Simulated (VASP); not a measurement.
# C in VASP: a series of runs

The runs below take C through single point, with r2SCAN.

Program: VASP 6.6.1. These are calculated values, not measurements. Logs are shortened: lines on timing, memory, paths and dates and some standing lists are left out, and cuts for length are marked.

## (1) The cell of the first run

Symmetry: Im-3m, No. 229, cubic system. The conventional cell has a = 4.931 Å, b = 4.931 Å, c = 4.931 Å, α = 90.00°, β = 90.00°, γ = 90.00°. C (site symmetry 3m) has 4 C at 1.49 to 1.60 Å within 2.0 Å.

## (2) Single point, r2SCAN (strain +0.015 along x and y, +0.015 along z)

POSCAR

```
C
1.0
   -2.4655455167      2.4655455167      2.4655455167
    2.4655455167     -2.4655455167      2.4655455167
    2.4655455167      2.4655455167     -2.4655455167
C
8
Direct
    0.3254551632      0.0000000000      0.0000000000
    0.6745448368      0.6745448368      0.6745448368
    0.0000000000      0.3254551632      0.0000000000
    0.0000000000      0.0000000000      0.3254551632
    0.0000000000      0.6745448368      0.0000000000
    0.3254551632      0.3254551632      0.3254551632
    0.6745448368      0.0000000000      0.0000000000
    0.0000000000      0.0000000000      0.6745448368
```

INCAR.step1

```
SYSTEM = C
ALGO = Normal
EDIFF = 1E-4
ENCUT = 520
GGA = PE
ISMEAR = 0
LASPH = .TRUE.
LCHARG = .FALSE.
LREAL = .FALSE.
LWAVE = .TRUE.
NBANDS = 26
NELM = 100
PREC = Accurate
SIGMA = 0.05
```

INCAR.step2

```
SYSTEM = C
ALGO = Normal
EDIFF = 1E-7
ENCUT = 520
ISIF = 2
ISMEAR = 0
ISTART = 1
LASPH = .TRUE.
LCHARG = .FALSE.
LMIXTAU = .TRUE.
LREAL = .FALSE.
LWAVE = .FALSE.
METAGGA = R2SCAN
NBANDS = 26
NELM = 100
PREC = Accurate
SIGMA = 0.05
```

KPOINTS

```
k-points
0
G
  8 8 8
  0 0 0
```

Potentials or basis: VASP PAW PBE potentials, release 64 (C).

Command:

```console
$ cat potpaw_PBE.64/C/POTCAR > POTCAR
$ cp INCAR.step1 INCAR
$ mpirun -np 1 vasp_std > vasp.out
$ cp INCAR.step2 INCAR
$ mpirun -np 1 vasp_std > vasp.out
```

OUTCAR:

```text
SYSTEM = C
   EDIFF = 1E-7
   ENCUT = 520
   ISIF = 2
   ISMEAR = 0
   ISTART = 1
   LASPH = .TRUE.
   LREAL = .FALSE.
   METAGGA = R2SCAN
   NELM = 100
   PREC = Accurate

 ion  position               nearest neighbor table
   1  0.325  0.000  0.000-   7 1.49   6 1.60   5 1.60   8 1.60
   2  0.675  0.675  0.675-   6 1.49   5 1.60   7 1.60   8 1.60
   3  0.000  0.325  0.000-   5 1.49   6 1.60   7 1.60   8 1.60
   4  0.000  0.000  0.325-   8 1.49   6 1.60   7 1.60   5 1.60
   5  0.000  0.675  0.000-   3 1.49   2 1.60   1 1.60   4 1.60
   6  0.325  0.325  0.325-   2 1.49   1 1.60   3 1.60   4 1.60
   7  0.675  0.000  0.000-   1 1.49   2 1.60   3 1.60   4 1.60
   8  0.000  0.000  0.675-   4 1.49   2 1.60   3 1.60   1 1.60

  LATTYP: Found a body centered cubic cell.
 ALAT       =     4.9310910334

  Lattice vectors:

 A1 = (  -2.4655455167,   2.4655455167,   2.4655455167)
 A2 = (   2.4655455167,  -2.4655455167,   2.4655455167)
 A3 = (   2.4655455167,   2.4655455167,  -2.4655455167)

Analysis of symmetry for initial positions (statically):
=====================================================================
 Subroutine PRICEL returns:
 Original cell was already a primitive cell.

 Routine SETGRP: Setting up the symmetry group for a
 body centered cubic supercell.

 Subroutine GETGRP returns: Found 48 space group operations
 (whereof 48 operations were pure point group operations)
 out of a pool of 48 trial point group operations.

The static configuration has the point symmetry O_h .

Analysis of symmetry for dynamics (positions and initial velocities):
=====================================================================
 Subroutine PRICEL returns:
 Original cell was already a primitive cell.

 Routine SETGRP: Setting up the symmetry group for a
 body centered cubic supercell.

 Subroutine GETGRP returns: Found 48 space group operations
 (whereof 48 operations were pure point group operations)
 out of a pool of 48 trial point group operations.

The dynamic configuration has the point symmetry O_h .

 Subroutine INISYM returns: Found 48 space group operations
 (whereof 48 operations are pure point group operations),
 and found     1 'primitive' translations

----------------------------------------------------------------------------------------

[... 108 lines left out ...]
   IBRION =     -1    ionic relax: 0-MD 1-quasi-New 2-CG
   NFREE  =      0    steps in history (QN), initial steepest desc. (CG)
   ISIF   =      2    stress and relaxation
   ISYM   =      2    0-nonsym 1-usesym 2-fastsym
   POTIM  = 0.5000    time-step for ionic-motion
   TEBEG  =    0.0;   TEEND  =   0.0 temperature during run
   PSTRESS=    0.0 pullay stress
   NELECT =      32.0000    total number of electrons
   NUPDOWN=      -1.0000    fix difference up-down
   EMIN   =  10.00;   EMAX   =-10.00  energy-range for DOS
   EFERMI =   0.00;   METHOD = LEGACY
   ISMEAR =     0;   SIGMA  =   0.05  broadening in eV -4-tet -1-fermi 0-gaus
   EFERMI_NEDOS =   21; number of points for ismear=-14 and -15
   IALGO  =     38    algorithm
   IMIX   =      4    mixing-type and parameters
     AMIX     =   0.40;   BMIX     =  1.00
     AMIX_MAG =   1.60;   BMIX_MAG =  1.00
  volume/ion in A,a.u.               =       7.49        50.57
  Fermi-wavevector in a.u.,A,eV,Ry     =   1.327981  2.509520 23.994324  1.763533
  Thomas-Fermi vector in A             =   2.457253
   LORBIT       =      0    0 simple, 1 ext, 2 COOP (PROOUT), +10 PAW based schemes
   METAGGA = R2SCAN    functional components
   LHFCALC =     F    Hartree Fock is set to
   AEXX    =    0.0000 exact exchange contribution
   IVDW    =     0    specifies the selected vdW correction
   LEPSILON=     F    determine dielectric tensor
   LRPA    =     F    only Hartree local field effects (RPA)
 non-spin polarized calculation
 Gauss-broadening in eV      SIGMA  =   0.05
  energy-cutoff  :      520.00
  volume of cell :       59.95
 maximum number of plane-waves:      1638
   NGX = 15   NGY = 15   NGZ = 15

 number of electron      31.9999995 magnetization

 Free energy of the ion-electron system (eV)
  ---------------------------------------------------
  ext. energy  EPLUGINS =         0.00000000
  ---------------------------------------------------
  free energy    TOTEN  =       -72.91393171 eV

  energy without entropy =      -72.91393171  energy(sigma->0) =      -72.91393171

 E-fermi :   6.3355     XC(G=0): -12.2332

 val. band max:        6.0867086382   @ k =   0.5000   0.5000   0.5000
 cond. band min:       9.1634251989   @ k =   0.1250   0.1250   0.1250
 fundamental gap:      3.0767165607
 Fermi energy:         6.3354958124

 k-point     1 :       0.0000    0.0000    0.0000
  band No.  band energies     occupation
      1     -15.4093      2.00000
      2      -7.1564      2.00000
      3      -7.1564      2.00000
      4      -7.1564      2.00000
      5      -6.4172      2.00000
      6      -6.4172      2.00000
[... 685 lines left out ...]
     25      16.4406      0.00000
     26      17.4497      0.00000

 [... further k-points ...]

------------------------ aborting loop because EDIFF is reached ----------------------------------------

  FORCE on cell =-STRESS in cart. coord.  units (eV):
  Direction    XX          YY          ZZ          XY          YZ          ZX
  --------------------------------------------------------------------------------------
  -------------------------------------------------------------------------------------
  Total       -4.7689566     -4.7689566     -4.7689566      0.0000000     -0.0000000      0.0000000
  in kB     -127.4485476   -127.4485476   -127.4485476      0.0000000     -0.0000000      0.0000000
  external PRESSURE =    -127.4485476 kB  Pullay stress =       0.0000000 kB

 VOLUME and BASIS-vectors are now :
 -----------------------------------------------------------------------------
  energy-cutoff  :      520.00
  volume of cell :       59.95
      direct lattice vectors                 reciprocal lattice vectors
    -2.465545517  2.465545517  2.465545517     0.000000000  0.202794877  0.202794877
     2.465545517 -2.465545517  2.465545517     0.202794877  0.000000000  0.202794877
     2.465545517  2.465545517 -2.465545517     0.202794877  0.202794877  0.000000000

 POSITION                                       TOTAL-FORCE (eV/Angst)
 -----------------------------------------------------------------------------------
     -0.80242      0.80242      0.80242         0.100814     -0.100814     -0.100814
      1.66312      1.66312      1.66312         0.100814      0.100814      0.100814
      0.80242     -0.80242      0.80242        -0.100814      0.100814     -0.100814
      0.80242      0.80242     -0.80242        -0.100814     -0.100814      0.100814
      1.66312     -1.66312      1.66312         0.100814     -0.100814      0.100814
      0.80242      0.80242      0.80242        -0.100814     -0.100814     -0.100814
     -1.66312      1.66312      1.66312        -0.100814      0.100814      0.100814
      1.66312      1.66312     -1.66312         0.100814      0.100814     -0.100814
 -----------------------------------------------------------------------------------
    total drift:                               -0.000000     -0.000000      0.000000

  FREE ENERGIE OF THE ION-ELECTRON SYSTEM (eV)
  ---------------------------------------------------
  free  energy   TOTEN  =       -72.9139317104 eV

  energy  without entropy=      -72.9139317104  energy(sigma->0) =      -72.91393171
```

OUTCAR.step1:

```text
SYSTEM = C
   EDIFF = 1E-4
   ENCUT = 520
   GGA = PE
   ISMEAR = 0
[... 940 lines left out ...]
      1.66312     -1.66312      1.66312         0.137829     -0.137829      0.137829
      0.80242      0.80242      0.80242        -0.137829     -0.137829     -0.137829
     -1.66312      1.66312      1.66312        -0.137829      0.137829      0.137829
      1.66312      1.66312     -1.66312         0.137829      0.137829     -0.137829
 -----------------------------------------------------------------------------------
    total drift:                               -0.000000     -0.000000      0.000000

  FREE ENERGIE OF THE ION-ELECTRON SYSTEM (eV)
  ---------------------------------------------------
  free  energy   TOTEN  =       -67.6662894115 eV

  energy  without entropy=      -67.6662894115  energy(sigma->0) =      -67.66628941
```

OSZICAR.step1:

```text
N       E                     dE             d eps       ncg     rms          rms(c)
DAV:   1     0.893818529895E+02    0.89382E+02   -0.16148E+04  1508   0.116E+03
DAV:   2    -0.635288969764E+02   -0.15291E+03   -0.13951E+03  1994   0.234E+02
DAV:   3    -0.705123646875E+02   -0.69835E+01   -0.69000E+01  2006   0.455E+01
DAV:   4    -0.706083554197E+02   -0.95991E-01   -0.95816E-01  2000   0.586E+00
DAV:   5    -0.706107250880E+02   -0.23697E-02   -0.23678E-02  2012   0.874E-01    0.104E+01
DAV:   6    -0.683353668288E+02    0.22754E+01   -0.19386E+00  1850   0.702E+00    0.603E+00
DAV:   7    -0.676509496663E+02    0.68442E+00   -0.17575E+00  1876   0.680E+00    0.171E+00
DAV:   8    -0.676629898338E+02   -0.12040E-01   -0.10228E-01  1866   0.185E+00    0.416E-01
DAV:   9    -0.676658352081E+02   -0.28454E-02   -0.90428E-03  1922   0.546E-01    0.130E-01
DAV:  10    -0.676662515003E+02   -0.41629E-03   -0.13828E-03  1966   0.208E-01    0.395E-02
DAV:  11    -0.676662894115E+02   -0.37911E-04   -0.51241E-05  1412   0.462E-02
   1 F= -.67666289E+02 E0= -.67666289E+02  d E =-.637535E-11
```

Wall time 5.3 min (1 thread of AMD EPYC 7R43 (Zen 3), shared host); peak memory 0.14 GiB.

What came out:

| Item | Value |
| --- | --- |
| Free energy | -72.9139 eV |
| Pressure | -12.7 GPa |
| Largest force | 0.175 eV/Å |
| Band gap on the k mesh | 3.08 eV (least direct gap 4.08 eV) |

Forces in eV/Å, atoms in the order of the input:
```
C    0.101 -0.101 -0.101
C    0.101  0.101  0.101
C   -0.101  0.101 -0.101
C   -0.101 -0.101  0.101
C    0.101 -0.101  0.101
C   -0.101 -0.101 -0.101
C   -0.101  0.101  0.101
C    0.101  0.101 -0.101
```

Caveat: the cell differs from its parent crystal (strain +0.015 along x and y, +0.015 along z); the cell stands under tension; the PAW data sets were made with another functional, which shifts forces and pressure a little. A k mesh can miss the band edges.

## (3) Single point, r2SCAN (strain +0.030 along x and y, +0.030 along z)

Changes to POSCAR since step 2:

```diff
@@ -2,5 +2,5 @@
 1.0
-   -2.4655455167      2.4655455167      2.4655455167
-    2.4655455167     -2.4655455167      2.4655455167
-    2.4655455167      2.4655455167     -2.4655455167
+   -2.5019821499      2.5019821499      2.5019821499
+    2.5019821499     -2.5019821499      2.5019821499
+    2.5019821499      2.5019821499     -2.5019821499
 C
```

INCAR.step1

```
PREC = Accurate
ENCUT = 520
ISMEAR = 0
SIGMA = 0.05
LREAL = F
LASPH = T
NELM = 100
NBANDS = 26
GGA = PE
ALGO = Normal
EDIFF = 1E-4
LWAVE = T
LCHARG = F
```

INCAR.step2

```
PREC = Accurate
ENCUT = 520
EDIFF = 1E-6
ISMEAR = 0
SIGMA = 0.05
LREAL = F
LASPH = T
NELM = 100
ALGO = Normal
ISIF = 2
LWAVE = F
LCHARG = F
METAGGA = R2SCAN
LMIXTAU = T
NBANDS = 26
ISTART = 1
```

KPOINTS

```
regular mesh
0
Gamma
  8 8 8
```

Potentials or basis: VASP PAW PBE potentials, release 64 (C).

Command:

```console
$ cat potpaw_PBE.64/C/POTCAR > POTCAR
$ cp INCAR.step1 INCAR
$ mpirun -np 1 vasp_std > vasp.out
$ cp INCAR.step2 INCAR
$ mpirun -np 1 vasp_std > vasp.out
```

It took 4.3 min on 1 thread of AMD EPYC 7R43 (Zen 3), shared host; peak memory 0.15 GiB.

The run converged. Its results:

```yaml
Free_energy: -72.6038 eV
Pressure: -24.0 GPa
Largest_force: 0.375 eV/Å
Band_gap_on_the_k_mesh: 2.98 eV (least direct gap 4.04 eV)
```

Forces in eV/Å, atoms in the order of the input:
```
C    0.217 -0.217 -0.217
C    0.217  0.217  0.217
C   -0.217  0.217 -0.217
C   -0.217 -0.217  0.217
C    0.217 -0.217  0.217
C   -0.217 -0.217 -0.217
C   -0.217  0.217  0.217
C    0.217  0.217 -0.217
```

Levels at points of the mesh, in eV from the valence-band top:
```tsv
k point	band 12	band 13	band 14	band 15	band 16	band 17	band 18	band 19	band 20	band 21
(0.00, 0.00, 0.00)	-4.95	-4.95	-0.39	-0.39	-0.39	3.91	3.91	3.91	8.28	8.55
(0.50, 0.00, 0.00)	-4.59	-3.31	-2.94	-2.20	-2.10	3.96	5.31	5.98	6.21	7.28
(0.50, 0.50, 0.50)	-6.40	-6.40	0.00	0.00	0.00	4.04	5.83	5.83	5.83	8.45
```

Caveat: the cell differs from its parent crystal (strain +0.030 along x and y, +0.030 along z); the cell stands under tension; the PAW data sets were made with another functional, which shifts forces and pressure a little. A k mesh can miss the band edges.

## (4) Single point, r2SCAN (strain -0.030 along x and y, -0.015 along z)

Changes to POSCAR since step 3:

```diff
@@ -2,5 +2,5 @@
 1.0
-   -2.5019821499      2.5019821499      2.5019821499
-    2.5019821499     -2.5019821499      2.5019821499
-    2.5019821499      2.5019821499     -2.5019821499
+   -2.3562356169      2.3562356169      2.3926722501
+    2.3562356169     -2.3562356169      2.3926722501
+    2.3562356169      2.3562356169     -2.3926722501
 C
```

INCAR.step1

```
SYSTEM = C
ALGO     = Normal         ! electronic algorithm
EDIFF    = 1E-4           ! SCF threshold, eV
ENCUT    = 520            ! plane-wave cutoff, eV
GGA      = PE             ! functional
ISMEAR   = 0              ! smearing method
LASPH    = .TRUE.         ! aspherical terms in the spheres
LCHARG   = .FALSE.        ! write CHGCAR
LREAL    = .FALSE.        ! projectors in reciprocal space
LWAVE    = .TRUE.         ! write WAVECAR
NBANDS   = 26             ! bands
NELM     = 80             ! most SCF steps
PREC     = Accurate       ! precision mode
SIGMA    = 0.05           ! smearing width, eV
```

INCAR.step2

```
SYSTEM = C
ALGO     = Normal         ! electronic algorithm
EDIFF    = 1E-7           ! SCF threshold, eV
ENCUT    = 520            ! plane-wave cutoff, eV
ISIF     = 2              ! what is computed and relaxed
ISMEAR   = 0              ! smearing method
ISTART   = 1            
LASPH    = .TRUE.         ! aspherical terms in the spheres
LCHARG   = .FALSE.        ! write CHGCAR
LMIXTAU  = .TRUE.       
LREAL    = .FALSE.        ! projectors in reciprocal space
LWAVE    = .FALSE.        ! write WAVECAR
METAGGA  = R2SCAN         ! meta-GGA
NBANDS   = 26             ! bands
NELM     = 80             ! most SCF steps
PREC     = Accurate       ! precision mode
SIGMA    = 0.05           ! smearing width, eV
```

KPOINTS

```
k-points
0
G
  8 8 8
  0 0 0
```

Command:

```console
$ cat potpaw_PBE.64/C/POTCAR > POTCAR
$ cp INCAR.step1 INCAR
$ mpirun -np 1 vasp_std > vasp.out
$ cp INCAR.step2 INCAR
$ mpirun -np 1 vasp_std > vasp.out
```

Wall time 9.1 min (1 thread of AMD EPYC 7R43 (Zen 3), shared host); peak memory 0.16 GiB.

It converged, with:

```
Free energy            : -72.6067 eV
Pressure               : 29.9 GPa
Largest force          : 0.629 eV/Å
Band gap on the k mesh : 3.20 eV (least direct gap 4.08 eV)
```

Forces in eV/Å, atoms in the order of the input:
```
C   -0.444  0.444 -0.025
C   -0.444 -0.444  0.025
C    0.444 -0.444 -0.025
C    0.444  0.444  0.025
C   -0.444  0.444  0.025
C    0.444  0.444 -0.025
C    0.444 -0.444  0.025
C   -0.444 -0.444 -0.025
```

Stress tensor (GPa, compression positive):
```
33.46  0.00  0.00
 0.00 33.46  0.00
 0.00  0.00 22.82
```

Levels at points of the mesh, in eV from the valence-band top:
| k point | band 12 | band 13 | band 14 | band 15 | band 16 | band 17 | band 18 | band 19 | band 20 | band 21 |
| --- | --- | --- | --- | --- | --- | --- | --- | --- | --- | --- |
| (0.00, 0.00, 0.00) | -6.00 | -5.95 | -0.45 | -0.45 | -0.21 | 3.93 | 4.62 | 4.62 | 8.59 | 9.25 |
| (0.50, 0.00, 0.00) | -5.14 | -3.64 | -3.47 | -2.76 | -2.38 | 4.20 | 6.17 | 6.30 | 7.18 | 7.60 |
| (0.50, 0.50, 0.00) | -5.28 | -3.65 | -3.44 | -2.58 | -2.47 | 4.31 | 5.58 | 6.47 | 6.66 | 7.85 |
| (0.50, 0.50, 0.50) | -7.00 | -6.66 | -0.22 | 0.00 | 0.00 | 4.08 | 6.28 | 6.28 | 6.68 | 8.91 |

Caveat: the cell differs from its parent crystal (strain -0.030 along x and y, -0.015 along z); the stress differs along the axes, from 23 to 33 GPa; the PAW data sets were made with another functional, which shifts forces and pressure a little. A k mesh can miss the band edges.

## (5) Single point, r2SCAN (strain -0.030 along x and y, +0.000 along z)

Changes to POSCAR since step 4:

```diff
@@ -2,5 +2,5 @@
 1.0
-   -2.3562356169      2.3562356169      2.3926722501
-    2.3562356169     -2.3562356169      2.3926722501
-    2.3562356169      2.3562356169     -2.3926722501
+   -2.3562356169      2.3562356169      2.4291088834
+    2.3562356169     -2.3562356169      2.4291088834
+    2.3562356169      2.3562356169     -2.4291088834
 C
```

INCAR.step1

```
PREC = Accurate ; ENCUT = 520
ISMEAR = 0 ; SIGMA = 0.05
LREAL = False ; LASPH = True
NELM = 80 ; NBANDS = 26
GGA = PE ; ALGO = Normal
EDIFF = 1E-4 ; LWAVE = True
LCHARG = False
```

INCAR.step2

```
PREC = Accurate ; ENCUT = 520
EDIFF = 1E-7 ; ISMEAR = 0
SIGMA = 0.05 ; LREAL = False
LASPH = True ; NELM = 80
ALGO = Normal ; ISIF = 2
LWAVE = False ; LCHARG = True
METAGGA = R2SCAN ; LMIXTAU = True
LELF = True ; LVHAR = True
NBANDS = 26 ; ISTART = 1
```

KPOINTS

```
regular mesh
0
Gamma
  8 8 8
```

Command:

```console
$ cat potpaw_PBE.64/C/POTCAR > POTCAR
$ cp INCAR.step1 INCAR
$ mpirun -np 1 vasp_std > vasp.out
$ cp INCAR.step2 INCAR
$ mpirun -np 1 vasp_std > vasp.out
```

It took 7 min on 1 thread of AMD EPYC 7R43 (Zen 3), shared host; peak memory 0.17 GiB.

The run converged. Its results:

```
Free energy            : -72.6916 eV
Pressure               : 23.8 GPa
Largest force          : 0.841 eV/Å
Band gap on the k mesh : 2.85 eV (least direct gap 3.52 eV)
```

Forces in eV/Å, atoms in the order of the input:
```
C   -0.550  0.550 -0.318
C   -0.550 -0.550  0.318
C    0.550 -0.550 -0.318
C    0.550  0.550  0.318
C   -0.550  0.550  0.318
C    0.550  0.550 -0.318
C    0.550 -0.550  0.318
C   -0.550 -0.550 -0.318
```

Stress tensor (GPa, compression positive):
```
30.44  0.00  0.00
 0.00 30.44  0.00
 0.00  0.00 10.44
```

Levels at points of the mesh, in eV from the valence-band top:
```tsv
k point	band 12	band 13	band 14	band 15	band 16	band 17	band 18	band 19	band 20	band 21
(0.00, 0.00, 0.00)	-6.00	-5.90	-0.60	-0.60	-0.13	3.39	4.73	4.73	8.40	9.21
(0.50, 0.00, 0.00)	-5.16	-3.75	-3.42	-2.84	-2.39	4.06	6.16	6.23	7.19	7.38
(0.50, 0.50, 0.00)	-5.33	-3.78	-3.36	-2.56	-2.48	4.28	5.08	6.19	6.48	7.88
(0.50, 0.50, 0.50)	-7.13	-6.46	-0.42	0.00	0.00	4.01	6.00	6.00	6.80	8.41
```

Caveat: the cell differs from its parent crystal (strain -0.030 along x and y, +0.000 along z); the stress differs along the axes, from 10 to 30 GPa; the PAW data sets were made with another functional, which shifts forces and pressure a little.

## (6) Overview

| cell | gap on the mesh (eV) | pressure (GPa) | largest force (eV/Å) |
| --- | --- | --- | --- |
| a = 4.270 Å, angles 109.5°, 8 atoms | 3.08 | -12.7 | 0.17 |
| a = 4.334 Å, angles 109.5°, 8 atoms | 2.98 | -24.0 | 0.38 |
| a = 4.102 Å, angles 109.9, 109.9, 108.6°, 8 atoms | 3.20 | 29.9 | 0.63 |
| a = 4.124 Å, angles 110.3, 110.3, 107.8°, 8 atoms | 2.85 | 23.8 | 0.84 |

Alike in all rows: task single point; level r2SCAN; potentials or basis VASP PAW PBE potentials, release 64 (C); no spin polarisation; k mesh 8 × 8 × 8; cutoff (eV) 520; smearing gaussian 0.05 eV.

Caveats: the PAW data sets were made with another functional, which shifts forces and pressure a little; the cell stands under tension (at least some runs); the stress differs along the axes, from 23 to 33 GPa (at least some runs); the stress differs along the axes, from 10 to 30 GPa (at least some runs).

Total energies depend on the potentials used, so only differences within one code and one set of settings carry meaning.
